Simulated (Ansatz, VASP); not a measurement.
# One calculation of ZnAu, two programs

```
CELL_PARAMETERS angstrom
2.91098 0.00000 0.00000
0.00000 2.91098 0.00000
0.00000 0.00000 3.14700
ATOMIC_POSITIONS crystal
Zn 0.50000 0.50000 0.50000
Au 0.00000 0.00000 0.00000
```

Change from the starting cell: strain -0.0750 x Voigt [1, 1, 0, 0, 0, 0], atoms carried along.

Alike in both runs: task single point; functional PBEsol; k mesh 16 × 16 × 16; occupations gaussian, width 0.15 eV; no spin polarisation.

|  | VASP | Ansatz |
| --- | --- | --- |
| version | VASP 6.6.1 | Ansatz 0.2.0 |
| potentials or method | VASP PAW PBE potentials, release 64 (Zn, Au), cutoff 520 eV | scalar-relativistic, plane waves, PAW |
| valence electrons in the cell | 23 | 31 |

```csv
,VASP,Ansatz,Ansatz less VASP
gap on the k mesh at the Fermi level (eV),none,none,-
pressure (GPa),29.1,28.8,-0.37
"traceless stress, the component that is largest in VASP (GPa)",-0.85,-0.89,-0.038
```

VASP's potentials were made for PBE, not for PBEsol. A gap of «none» marks a metal or a gap that the smearing closes. Both programs put the cell under a high pressure, so it lies far from rest at this level. The functional is the same, so the differences come from potentials, cutoffs and numerics. VASP's potentials hold 23 valence electrons a cell and Ansatz's 31, so a difference there can come from the potentials and not from the codes.

Neither program's run includes spin-orbit coupling.
